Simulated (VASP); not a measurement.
**KMgBe6: single point with PBE**

Crystal: KMgBe6.

```
K Mg Be
1.0
     3.34279    1.92996    3.48959
    -3.34279    1.92996    3.48959
     0.00000   -3.85992    3.48959
K Mg Be
1 1 6
Cartesian
  0.0000 0.0000 5.2344
  0.0000 0.0000 0.0000
  0.0000 1.2088 2.6144
  -1.0468 -0.6044 2.6144
  1.0468 -0.6044 2.6144
  1.0468 0.6044 7.8544
  0.0000 -1.2088 7.8544
  -1.0468 0.6044 7.8544
```

| Item | Value |
| --- | --- |
| Program | VASP 6.6.1 |
| Task | single point |
| Functional | PBE |
| Potentials or basis | VASP PAW PBE potentials, release 64 (K_sv, Mg, Be) |
| Cutoff | 520 eV |
| k mesh | 6 × 6 × 6 |
| Occupations | gaussian, width 0.1 eV |
| Spin | no spin polarisation |
| Dipole correction | no |
| Further INCAR settings | ALGO = Normal; EDIFF = 1e-07; NBANDS = 22 |

* Pressure: 0.1 GPa
* Largest force: 0.010 eV/Å
* Band gap on the k mesh: zero (an odd number of electrons rules out a gap without spin polarisation)

Forces in eV/Å, atoms in the order of the input:
```
K    0.000  0.000  0.000
Mg   0.000  0.000  0.000
Be   0.000  0.007 -0.007
Be  -0.006 -0.003 -0.007
Be   0.006 -0.003 -0.007
Be   0.006  0.003  0.007
Be   0.000 -0.007  0.007
Be  -0.006  0.003  0.007
```

Levels at points of the mesh, in eV from the Fermi level:
```csv
k point,band 10,band 11,band 12,band 13,band 14,band 15
"(0.00, 0.00, 0.00)",-0.58,-0.52,-0.52,0.66,0.66,1.29
"(0.50, 0.00, 0.00)",-1.16,-0.81,-0.57,0.37,1.06,1.30
"(0.50, 0.50, 0.00)",-0.61,0.08,0.20,0.51,0.87,1.03
"(0.50, 0.50, 0.50)",-2.03,-2.03,-1.92,2.39,3.12,3.12
```

Run time: 77 s on 1 thread of Intel(R) Xeon(R) Platinum 8259CL CPU @ 2.50GHz (Skylake/Cascade Lake), on a shared host, peak memory 0.3 GiB.
